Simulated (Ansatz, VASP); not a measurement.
BAs: VASP beside Ansatz

```
B As
1.0
     3.36586    0.00000    0.00000
    -1.68293    2.91492    0.00000
     0.00000    0.00000    8.59769
B As
2 2
Cartesian
  0.0000 1.9433 2.1494
  1.6829 0.9716 6.4483
  1.6829 0.9716 2.1494
  0.0000 1.9433 6.4483
```

Change from the starting cell: uniaxial_z strain -1.7%.

Alike in both runs: task single point; functional HSE06; k mesh 6 × 6 × 2; no spin polarisation.

|  | VASP | Ansatz |
| --- | --- | --- |
| version | VASP 6.6.1 | Ansatz 0.2.0 |
| potentials or method | VASP PAW PBE potentials, release 64 (B, As) | plane waves, PAW |
| plane-wave cutoff (eV) | 520 | 420 |
| occupations | gaussian, width 0.01 eV | fixed |
| valence electrons in the cell | 16 | 36 |

```csv
,VASP,Ansatz,Ansatz less VASP
gap on the k mesh at the Fermi level (eV),1.14,1.13,-0.006
pressure (GPa),-0.1,-0.1,0.00
"traceless stress, the component that is largest in VASP (GPa)",0.59,0.62,+0.027
```

VASP's potentials hold 16 valence electrons a cell and Ansatz's 36, so a difference there can come from the potentials and not from the codes. Ansatz's warnings: stress exchange threshold loose, stress scf threshold loose.
